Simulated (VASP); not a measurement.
SnSe:

```
Sn Se
1.0
    11.48649    0.00000    0.00000
     0.00000    4.17221    0.00000
     0.00000    0.00000    4.37968
Sn Se
4 4
Direct
  0.11763 0.25000 0.09317
  0.38237 0.75000 0.59317
  0.61763 0.25000 0.40683
  0.88237 0.75000 0.90683
  0.35703 0.25000 0.02202
  0.14297 0.75000 0.52202
  0.85703 0.25000 0.47798
  0.64297 0.75000 0.97798
```

Base run:

```yaml
Program: VASP 6.6.1
Functional: r2SCAN
Potentials_or_basis: VASP PAW PBE potentials, release 64 (Sn_d, Se)
Cutoff: 520 eV
k_mesh: 4 × 8 × 8
Occupations: gaussian, width 0.03 eV
Spin: no spin polarisation
```

Its results: band gap on the k mesh 0.75 eV (least direct gap 1.13 eV).

**Question.** The run is repeated on the same cell with these changes: functional from r2SCAN to TB-mBJ. What comes out?

**Answer.** Band gap on the k mesh 0.86 eV (least direct gap 1.23 eV).

Caveats: spin-orbit coupling is left out, which moves the levels of the heavy elements.
